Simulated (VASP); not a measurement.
# Si62C (a cell with a defect) in VASP: further runs, part 2 of 2

VASP 6.6.1. Earlier steps stand in the parts before.

## (3) Relaxation of the atoms, PBE

Contents of INCAR:

```
SYSTEM = Si62C
ALGO = Normal
EDIFF = 1E-6
EDIFFG = -0.03
ENCUT = 520
GGA = PE
IBRION = 2
ISIF = 2
ISMEAR = -1
LASPH = .TRUE.
LCHARG = .FALSE.
LREAL = Auto
LWAVE = .FALSE.
NCORE = 4
NELECT = 250.0
NELM = 100
NSW = 80
PREC = Accurate
SIGMA = 0.05
```

Contents of KPOINTS:

```
k-points
0
G
  1 1 1
  0 0 0
```

Contents of POSCAR:

```
Si62C
1.0
   10.8600000000      0.0000000000      0.0000000000
    0.0000000000     10.8600000000      0.0000000000
    0.0000000000      0.0000000000     10.8600000000
Si C
62 1
Direct
    0.5000000000      0.0000000000      0.0000000000
    0.6250000000      0.1250000000      0.1250000000
    0.7500000000      0.2500000000      0.0000000000
    0.8750000000      0.3750000000      0.1250000000
    0.7500000000      0.0000000000      0.2500000000
    0.8750000000      0.1250000000      0.3750000000
    0.0000000000      0.0000000000      0.0000000000
    0.1250000000      0.1250000000      0.1250000000
    0.2500000000      0.2500000000      0.0000000000
    0.3750000000      0.3750000000      0.1250000000
    0.5000000000      0.5000000000      0.0000000000
    0.6250000000      0.6250000000      0.1250000000
    0.7500000000      0.7500000000      0.0000000000
    0.8750000000      0.8750000000      0.1250000000
    0.2500000000      0.0000000000      0.2500000000
    0.3750000000      0.1250000000      0.3750000000
    0.5000000000      0.2500000000      0.2500000000
    0.6250000000      0.3750000000      0.3750000000
    0.7500000000      0.5000000000      0.2500000000
    0.8750000000      0.6250000000      0.3750000000
    0.5000000000      0.0000000000      0.5000000000
    0.6250000000      0.1250000000      0.6250000000
    0.7500000000      0.2500000000      0.5000000000
    0.8750000000      0.3750000000      0.6250000000
    0.7500000000      0.0000000000      0.7500000000
    0.8750000000      0.1250000000      0.8750000000
    0.0000000000      0.5000000000      0.0000000000
    0.1250000000      0.6250000000      0.1250000000
    0.2500000000      0.7500000000      0.0000000000
    0.3750000000      0.8750000000      0.1250000000
    0.0000000000      0.2500000000      0.2500000000
    0.1250000000      0.3750000000      0.3750000000
    0.2500000000      0.5000000000      0.2500000000
    0.3750000000      0.6250000000      0.3750000000
    0.5000000000      0.7500000000      0.2500000000
    0.6250000000      0.8750000000      0.3750000000
    0.0000000000      0.0000000000      0.5000000000
    0.2500000000      0.2500000000      0.5000000000
    0.3750000000      0.3750000000      0.6250000000
    0.5000000000      0.5000000000      0.5000000000
    0.6250000000      0.6250000000      0.6250000000
    0.7500000000      0.7500000000      0.5000000000
    0.8750000000      0.8750000000      0.6250000000
    0.3750000000      0.1250000000      0.8750000000
    0.5000000000      0.2500000000      0.7500000000
    0.6250000000      0.3750000000      0.8750000000
    0.7500000000      0.5000000000      0.7500000000
    0.8750000000      0.6250000000      0.8750000000
    0.0000000000      0.7500000000      0.2500000000
    0.1250000000      0.8750000000      0.3750000000
    0.0000000000      0.5000000000      0.5000000000
    0.1250000000      0.6250000000      0.6250000000
    0.2500000000      0.7500000000      0.5000000000
    0.3750000000      0.8750000000      0.6250000000
    0.0000000000      0.2500000000      0.7500000000
    0.1250000000      0.3750000000      0.8750000000
    0.2500000000      0.5000000000      0.7500000000
    0.3750000000      0.6250000000      0.8750000000
    0.5000000000      0.7500000000      0.7500000000
    0.6250000000      0.8750000000      0.8750000000
    0.0000000000      0.7500000000      0.7500000000
    0.1250000000      0.8750000000      0.8750000000
    0.2500000000      0.0000000000      0.7500000000
```

Potentials or basis: VASP PAW PBE potentials, release 64 (Si, C).

The run is started by

```sh
> cat potpaw_PBE.64/Si/POTCAR potpaw_PBE.64/C/POTCAR > POTCAR
> mpirun -np 4 vasp_gam > vasp.out
```

Run time: 14 min. Hardware: 4 MPI ranks of Intel Xeon Platinum 8375C at 2.90GHz (Ice Lake), shared host; peak memory 0.42 GiB.

The run converged. Its results:

| Item | Value |
| --- | --- |
| Free energy | -347.1005 eV |
| Energy gained by relaxing | 44.2 meV/atom |
| Ionic steps | 18 |
| Largest force after relaxing | 0.029 eV/Å |

Forces in eV/Å, atoms in the order of the input:
```
Si  -0.018 -0.010 -0.018
Si   0.003  0.009  0.003
Si  -0.005 -0.003  0.003
Si   0.003 -0.003 -0.006
Si   0.008  0.015  0.008
Si   0.002  0.024  0.002
Si  -0.004 -0.007 -0.008
Si  -0.010  0.010  0.007
Si   0.007  0.004 -0.008
Si  -0.012 -0.013  0.001
Si   0.004 -0.001  0.004
Si   0.005 -0.005  0.005
Si   0.001 -0.004  0.004
Si   0.013  0.012  0.001
Si   0.003 -0.003 -0.005
Si   0.001 -0.022  0.007
Si   0.003 -0.003 -0.005
Si  -0.006 -0.003  0.003
Si  -0.015  0.015 -0.015
Si   0.003  0.006  0.003
Si  -0.008 -0.007 -0.004
Si   0.007  0.010 -0.010
Si  -0.015 -0.002  0.002
Si   0.002 -0.002 -0.024
Si  -0.005 -0.003  0.003
Si   0.007 -0.022  0.001
Si   0.003  0.005  0.003
Si  -0.009 -0.003  0.003
Si   0.010  0.018 -0.018
Si  -0.006  0.006  0.008
Si   0.002 -0.002 -0.015
Si  -0.024 -0.002  0.002
Si  -0.015 -0.008  0.008
Si  -0.012 -0.001  0.013
Si   0.004 -0.004  0.001
Si   0.001  0.012  0.013
Si   0.017  0.016  0.017
Si  -0.016 -0.017  0.017
Si   0.001 -0.007  0.022
Si   0.003  0.005  0.003
Si   0.003 -0.003 -0.009
Si  -0.005 -0.003  0.003
Si   0.007 -0.001  0.022
Si   0.001 -0.007  0.001
Si  -0.008  0.004  0.007
Si   0.001 -0.013 -0.012
Si   0.008 -0.008 -0.015
Si   0.013 -0.001 -0.012
Si   0.003 -0.003 -0.005
Si   0.022 -0.001  0.007
Si   0.002  0.015  0.002
Si  -0.010 -0.007 -0.010
Si   0.007  0.008 -0.004
Si   0.001 -0.001  0.007
Si   0.017 -0.017 -0.016
Si   0.022 -0.007  0.001
Si   0.003  0.005  0.003
Si  -0.006 -0.008 -0.006
Si  -0.018  0.018  0.010
Si   0.008  0.006 -0.006
Si  -0.004  0.008  0.007
Si   0.007 -0.001  0.001
C   -0.007  0.007 -0.007
```

The path:
```tsv
step	energy change (eV)	largest force (eV/Å)	pressure (GPa)
1	0.0000	2.4327	-1.03
2	-1.1497	2.1903	-1.29
3	-2.0261	0.9098	-1.35
4	-2.2198	2.1906	-1.27
5	-2.3321	1.2723	-1.34
6	-2.6343	0.4095	-1.48
7	-2.6344	0.4043	-1.48
8	-2.6970	0.2868	-1.47
9	-2.7033	0.2908	-1.47
10	-2.7322	0.1764	-1.45
11	-2.7393	0.2068	-1.43
12	-2.7602	0.0989	-1.42
13	-2.7625	0.1259	-1.41
14	-2.7754	0.0576	-1.40
15	-2.7765	0.0788	-1.40
16	-2.7828	0.0492	-1.39
17	-2.7829	0.0514	-1.39
18	-2.7850	0.0288	-1.40
```

Final structure:
```cif
data_structure
_symmetry_space_group_name_H-M 'P 1'
_symmetry_Int_Tables_number 1
_cell_length_a 10.8600
_cell_length_b 10.8600
_cell_length_c 10.8600
_cell_angle_alpha 90.000
_cell_angle_beta 90.000
_cell_angle_gamma 90.000
_cell_volume 1280.82
loop_
_atom_site_label
_atom_site_type_symbol
_atom_site_fract_x
_atom_site_fract_y
_atom_site_fract_z
_atom_site_occupancy
Si1 Si 0.50024 0.99699 0.00024 1
Si2 Si 0.62398 0.12515 0.12398 1
Si3 Si 0.75107 0.24997 0.99780 1
Si4 Si 0.87346 0.37654 0.12213 1
Si5 Si 0.74950 0.99763 0.24950 1
Si6 Si 0.87239 0.12942 0.37239 1
Si7 Si 0.00973 0.99967 0.99262 1
Si8 Si 0.12414 0.12586 0.12389 1
Si9 Si 0.25033 0.24027 0.99262 1
Si10 Si 0.37248 0.37069 0.12097 1
Si11 Si 0.50097 0.49699 0.00097 1
Si12 Si 0.62478 0.62522 0.12478 1
Si13 Si 0.75301 0.74903 0.00097 1
Si14 Si 0.87931 0.87752 0.12097 1
Si15 Si 0.24972 0.00028 0.24938 1
Si16 Si 0.37001 0.12357 0.37871 1
Si17 Si 0.49780 0.24997 0.25107 1
Si18 Si 0.62213 0.37654 0.37346 1
Si19 Si 0.74972 0.50028 0.24972 1
Si20 Si 0.87346 0.62787 0.37346 1
Si21 Si 0.49262 0.99967 0.50973 1
Si22 Si 0.62389 0.12586 0.62414 1
Si23 Si 0.74687 0.25146 0.49854 1
Si24 Si 0.87239 0.37761 0.62058 1
Si25 Si 0.74938 0.00028 0.74972 1
Si26 Si 0.87871 0.12357 0.87001 1
Si27 Si 0.00003 0.49893 0.99780 1
Si28 Si 0.12485 0.62602 0.12398 1
Si29 Si 0.25301 0.74976 0.00024 1
Si30 Si 0.37605 0.87395 0.12644 1
Si31 Si 0.99854 0.25146 0.24687 1
Si32 Si 0.12058 0.37761 0.37239 1
Si33 Si 0.25237 0.50050 0.24950 1
Si34 Si 0.37248 0.62903 0.37931 1
Si35 Si 0.50097 0.74903 0.25301 1
Si36 Si 0.62097 0.87752 0.37931 1
Si37 Si 0.99639 0.00542 0.49639 1
Si38 Si 0.24458 0.25361 0.49639 1
Si39 Si 0.37001 0.37129 0.62643 1
Si40 Si 0.49780 0.49893 0.50003 1
Si41 Si 0.62398 0.62602 0.62485 1
Si42 Si 0.75107 0.75220 0.50003 1
Si43 Si 0.87871 0.87999 0.62643 1
Si44 Si 0.36136 0.10038 0.86136 1
Si45 Si 0.49262 0.24027 0.75033 1
Si46 Si 0.62097 0.37069 0.87248 1
Si47 Si 0.74950 0.50050 0.75237 1
Si48 Si 0.87931 0.62903 0.87248 1
Si49 Si 0.00003 0.75220 0.25107 1
Si50 Si 0.12643 0.87999 0.37871 1
Si51 Si 0.99854 0.50313 0.49854 1
Si52 Si 0.12414 0.62611 0.62414 1
Si53 Si 0.25033 0.75738 0.50973 1
Si54 Si 0.36136 0.88864 0.64962 1
Si55 Si 0.99639 0.25361 0.74458 1
Si56 Si 0.12643 0.37129 0.87001 1
Si57 Si 0.24972 0.50062 0.74972 1
Si58 Si 0.37605 0.62356 0.87605 1
Si59 Si 0.50024 0.74976 0.75301 1
Si60 Si 0.62644 0.87395 0.87605 1
Si61 Si 0.00973 0.75738 0.75033 1
Si62 Si 0.14962 0.88864 0.86136 1
C1 C 0.28133 0.96867 0.78133 1
```

Levels at points of the mesh, in eV from the Fermi level:
| k point | band 123 | band 124 | band 125 | band 126 | band 127 | band 128 |
| --- | --- | --- | --- | --- | --- | --- |
| (0.00, 0.00, 0.00) | -0.61 | -0.33 | -0.33 | 0.29 | 0.54 | 0.54 |

Caveat: the k points lie up to 0.58 Å⁻¹ apart; the cell carries a net charge on a neutralising background, which shifts energy and pressure; the cell is charged against a uniform background, so pressure and absolute levels hang on convention.
